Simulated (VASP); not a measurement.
# HfN: single point with LDA

The system is HfN.

```
CELL_PARAMETERS angstrom
3.47164 0.00000 0.00000
1.73582 3.00653 0.00000
1.73582 1.00218 2.83458
ATOMIC_POSITIONS crystal
Hf 0.00000 0.00000 0.00000
N 0.75000 0.75000 0.75000
```

```yaml
Program: VASP 6.6.1
Task: single point
Functional: LDA
Potentials_or_basis: VASP PAW LDA potentials, release 64 (Hf_pv, N)
Cutoff: 600 eV
k_mesh: 11 × 11 × 11
Occupations: methfessel-paxton, width 0.15 eV
Spin: no spin polarisation
Dipole_correction: no
Further_INCAR_settings: ALGO = Normal; EDIFF = 1e-06; NBANDS = 14
```

| Item | Value |
| --- | --- |
| Pressure | -10.0 GPa |
| Band gap on the k mesh | zero (an odd number of electrons rules out a gap without spin polarisation) |

Levels at points of the mesh, in eV from the Fermi level:
| k point | band 4 | band 5 | band 6 | band 7 | band 8 | band 9 | band 10 | band 11 |
| --- | --- | --- | --- | --- | --- | --- | --- | --- |
| (0.00, 0.00, 0.00) | -15.86 | -5.40 | -5.40 | -5.40 | -0.57 | 2.17 | 2.17 | 6.60 |

Wall time 11 s on 1 thread of Intel(R) Xeon(R) 6975P-C (Granite Rapids) (shared host), peak memory 0.16 GiB.

Caveat: the cell stands under tension; spin-orbit coupling is left out, which moves the levels of the heavy elements.
